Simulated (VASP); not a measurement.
CS2:

```
S C
1.0
     3.64579   -2.99431    0.00000
     3.64579    2.99431    0.00000
     0.00000    0.00000    9.85126
S C
4 2
Direct
  0.18152 0.81848 0.88687
  0.31848 0.68152 0.38687
  0.68152 0.31848 0.61313
  0.81848 0.18152 0.11313
  0.50000 0.50000 0.50000
  0.00000 0.00000 0.00000
```

Program: VASP 6.6.1. Alike in all runs: task single point; potentials or basis VASP PAW PBE potentials, release 64 (S, C); no spin polarisation; cell as given; cutoff (eV) 520; smearing gaussian 0.01 eV.

**Question.** Order these runs on this cell by their band gap on the k mesh, lowest first.
A. level HSE06; k mesh 4 × 4 × 2; grid for exact exchange (PRECFOCK) Fast; share of exact exchange 0.25; screening parameter 0.2079 1/Å
B. level r2SCAN; k mesh 6 × 6 × 4
C. level PBEsol; k mesh 6 × 6 × 4

**Answer.** C (3.43 eV), B (3.76 eV), A (4.44 eV).

A k mesh can miss the band edges.
